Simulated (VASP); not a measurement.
# WC (P-6m2) in VASP: single point with LDA

Aim: the single point of WC with LDA.

All numbers are computed with VASP 6.6.1; they aren't measurements. Logs are shortened: lines on timing, memory, paths and dates and some standing lists are left out, and cuts for length are marked.

## Step 1: The cell of the first run

The structure is hexagonal, space group P-6m2 (No. 187). Conventional cell: a = 2.884 Å, b = 2.884 Å, c = 2.812 Å, α = 90.00°, β = 90.00°, γ = 120.00°. Within 2.9 Å of W (site symmetry -6m2) lie 6 C at 2.18 Å and 8 W at 2.81 to 2.88 Å. C (site symmetry -6m2) has 6 W at 2.18 Å and 8 C at 2.81 to 2.88 Å within 2.9 Å.

## Step 2: Single point, LDA

Input file INCAR:

```
  ALGO = Normal
  EDIFF = 1E-6
  ENCUT = 1300
  GGA_COMPAT = False
  ISIF = 2
  ISMEAR = 0
  LASPH = True
  LCHARG = False
  LREAL = False
  LWAVE = False
  NBANDS = 16
  NELM = 120
  PREC = Accurate
  SIGMA = 0.1
```

Input file KPOINTS:

```
k-points
0
Gamma
  15 15 12
```

Input file POSCAR:

```
WC
1.0
    2.8842797635      0.0000000000      0.0000000000
   -1.4421398818      2.4978595469      0.0000000000
    0.0000000000      0.0000000000      2.8121000680
W C
1 1
Direct
    0.0000000000      0.0000000000      0.0000000000
    0.6666666667      0.3333333333      0.5000000000
```

Potentials or basis: VASP PAW LDA potentials, release 64 (W_sv, C_h).

Started as:

```
cat potpaw_LDA.64/W_sv/POTCAR potpaw_LDA.64/C_h/POTCAR > POTCAR
mpirun -np 1 vasp_std > vasp.out
```

OUTCAR:

```text
EDIFF = 1E-6
   ENCUT = 1300
   ISIF = 2
   ISMEAR = 0
   LASPH = True
   LREAL = False
   NELM = 120
   PREC = Accurate

 ion  position               nearest neighbor table
   1  0.000  0.000  0.000-   2 2.18   2 2.18   2 2.18   2 2.18   2 2.18   2 2.18
   2  0.667  0.333  0.500-   1 2.18   1 2.18   1 2.18   1 2.18   1 2.18   1 2.18

  LATTYP: Found a hexagonal cell.
 ALAT       =     2.8842797635
 C/A-ratio  =     0.9749747939

  Lattice vectors:

 A1 = (   2.8842797635,   0.0000000000,   0.0000000000)
 A2 = (  -1.4421398818,   2.4978595469,   0.0000000000)
 A3 = (   0.0000000000,   0.0000000000,   2.8121000680)

Analysis of symmetry for initial positions (statically):
=====================================================================
 Subroutine PRICEL returns:
 Original cell was already a primitive cell.

 Routine SETGRP: Setting up the symmetry group for a
 hexagonal supercell.

 Subroutine GETGRP returns: Found 12 space group operations
 (whereof 12 operations were pure point group operations)
 out of a pool of 24 trial point group operations.

The static configuration has the point symmetry D_3h.

Analysis of symmetry for dynamics (positions and initial velocities):
=====================================================================
 Subroutine PRICEL returns:
 Original cell was already a primitive cell.

 Routine SETGRP: Setting up the symmetry group for a
 hexagonal supercell.

 Subroutine GETGRP returns: Found 12 space group operations
 (whereof 12 operations were pure point group operations)
 out of a pool of 24 trial point group operations.

The dynamic configuration has the point symmetry D_3h.

 Subroutine INISYM returns: Found 12 space group operations
 (whereof 12 operations are pure point group operations),
 and found     1 'primitive' translations

----------------------------------------------------------------------------------------

                                     Primitive cell

  volume of cell :      20.2598

  direct lattice vectors                    reciprocal lattice vectors
     2.884279763  0.000000000  0.000000000     0.346707006  0.200171383  0.000000000
    -1.442139882  2.497859547  0.000000000     0.000000000  0.400342766  0.000000000
     0.000000000  0.000000000  2.812100068     0.000000000  0.000000000  0.355606122

  length of vectors
[... 80 lines left out ...]
   ENCUT  = 1300.0 eV  95.55 Ry    9.77 a.u.   8.48  8.48  8.27*2*pi/ulx,y,z
   NELM   =    120;   NELMIN=  2; NELMDL= -5     # of ELM steps
   EDIFF  = 0.1E-05   stopping-criterion for ELM
   LREAL  =      F    real-space projection
   EDIFFG = 0.1E-04   stopping-criterion for IOM
   NSW    =      0    number of steps for IOM
   IBRION =     -1    ionic relax: 0-MD 1-quasi-New 2-CG
   NFREE  =      0    steps in history (QN), initial steepest desc. (CG)
   ISIF   =      2    stress and relaxation
   ISYM   =      2    0-nonsym 1-usesym 2-fastsym
   POTIM  = 0.5000    time-step for ionic-motion
   TEBEG  =    0.0;   TEEND  =   0.0 temperature during run
   PSTRESS=    0.0 pullay stress
   NELECT =      18.0000    total number of electrons
   NUPDOWN=      -1.0000    fix difference up-down
   EMIN   =  10.00;   EMAX   =-10.00  energy-range for DOS
   EFERMI =   0.00;   METHOD = LEGACY
   ISMEAR =     0;   SIGMA  =   0.10  broadening in eV -4-tet -1-fermi 0-gaus
   EFERMI_NEDOS =   21; number of points for ismear=-14 and -15
   IALGO  =     38    algorithm
   IMIX   =      4    mixing-type and parameters
     AMIX     =   0.40;   BMIX     =  1.00
     AMIX_MAG =   1.60;   BMIX_MAG =  1.00
  volume/ion in A,a.u.               =      10.13        68.36
  Fermi-wavevector in a.u.,A,eV,Ry     =   1.573815  2.974079 33.700173  2.476893
  Thomas-Fermi vector in A             =   2.675043
   LORBIT       =      0    0 simple, 1 ext, 2 COOP (PROOUT), +10 PAW based schemes
   GGA     = CA    functional components
   LHFCALC =     F    Hartree Fock is set to
   AEXX    =    0.0000 exact exchange contribution
   IVDW    =     0    specifies the selected vdW correction
   LEPSILON=     F    determine dielectric tensor
   LRPA    =     F    only Hartree local field effects (RPA)
 non-spin polarized calculation
 Gauss-broadening in eV      SIGMA  =   0.10
  energy-cutoff  :     1300.00
  volume of cell :       20.26
 maximum number of plane-waves:      2190
 NGX is ok and might be reduce to    36
   NGX = 17   NGY = 17   NGZ = 17

 number of electron      18.0000000 magnetization

 Free energy of the ion-electron system (eV)
  ---------------------------------------------------
  ext. energy  EPLUGINS =         0.00000000
  ---------------------------------------------------
  free energy    TOTEN  =       -24.70861788 eV

  energy without entropy =      -24.70743641  energy(sigma->0) =      -24.70802714

 E-fermi :  11.6170     XC(G=0): -14.1525

 val. band max:       11.6153772306   @ k =   0.1333   0.0000   0.4167
 cond. band min:      11.6546863996   @ k =   0.0667   0.0667   0.3333
 fundamental gap:      0.0393091690
 Fermi energy:        11.6170322957

 k-point     1 :       0.0000    0.0000    0.0000
  band No.  band energies     occupation
      1     -61.8330      2.00000
      2     -26.0739      2.00000
      3     -25.9636      2.00000
      4     -25.9636      2.00000
      5      -2.8049      2.00000
      6       7.1971      2.00000
[... 433 lines left out ...]
      3     -26.3745      2.00000
      4     -25.9397      2.00000
      5       1.1474      2.00000
      6       4.8007      2.00000
[... 8 lines left out ...]
     15      26.4212      0.00000
     16      29.2437      0.00000

 [... further k-points ...]

------------------------ aborting loop because EDIFF is reached ----------------------------------------

  FORCE on cell =-STRESS in cart. coord.  units (eV):
  Direction    XX          YY          ZZ          XY          YZ          ZX
  --------------------------------------------------------------------------------------
  -------------------------------------------------------------------------------------
  Total        0.2979660      0.2979660      0.3542828     -0.0000000      0.0000000     -0.0000000
  in kB       23.5635726     23.5635726     28.0171847     -0.0000000      0.0000000     -0.0000000
  external PRESSURE =      25.0481100 kB  Pullay stress =       0.0000000 kB

 VOLUME and BASIS-vectors are now :
 -----------------------------------------------------------------------------
  energy-cutoff  :     1300.00
  volume of cell :       20.26
      direct lattice vectors                 reciprocal lattice vectors
     2.884279763  0.000000000  0.000000000     0.346707006  0.200171383  0.000000000
    -1.442139882  2.497859547  0.000000000     0.000000000  0.400342766  0.000000000
     0.000000000  0.000000000  2.812100068     0.000000000  0.000000000  0.355606122

 POSITION                                       TOTAL-FORCE (eV/Angst)
 -----------------------------------------------------------------------------------
      0.00000      0.00000      0.00000         0.000000      0.000000      0.000000
      1.44214      0.83262      1.40605        -0.000000      0.000000      0.000000
 -----------------------------------------------------------------------------------
    total drift:                               -0.000000      0.000000      0.000000

  FREE ENERGIE OF THE ION-ELECTRON SYSTEM (eV)
  ---------------------------------------------------
  free  energy   TOTEN  =       -24.7086178781 eV

  energy  without entropy=      -24.7074364064  energy(sigma->0) =      -24.70802714
```

Run time: 75 s. Hardware: 1 thread of Intel Xeon 6975P-C (Granite Rapids), shared host; peak memory 0.37 GiB.

Results:

| Quantity | Value |
| --- | --- |
| Free energy | -24.7086 eV |
| Pressure | 2.5 GPa |
| Band gap on the k mesh | zero (bands 9 and 10 overlap by 1.25 eV) |

Stress tensor (GPa, compression positive):
```
2.36 0.00 0.00
0.00 2.36 0.00
0.00 0.00 2.80
```

Levels at points of the mesh, in eV from the Fermi level:
```csv
k point,band 7,band 8,band 9,band 10,band 11,band 12
"(0.00, 0.00, 0.00)",-3.41,-3.41,0.17,3.34,3.34,5.78
"(0.00, 0.00, 0.50)",-2.06,-2.06,-0.61,-0.61,3.81,4.59
```

Caveat: spin-orbit coupling is left out, which moves the levels of the heavy elements.

The gap in the log of VASP goes by the Fermi energy; the results here count the filled bands.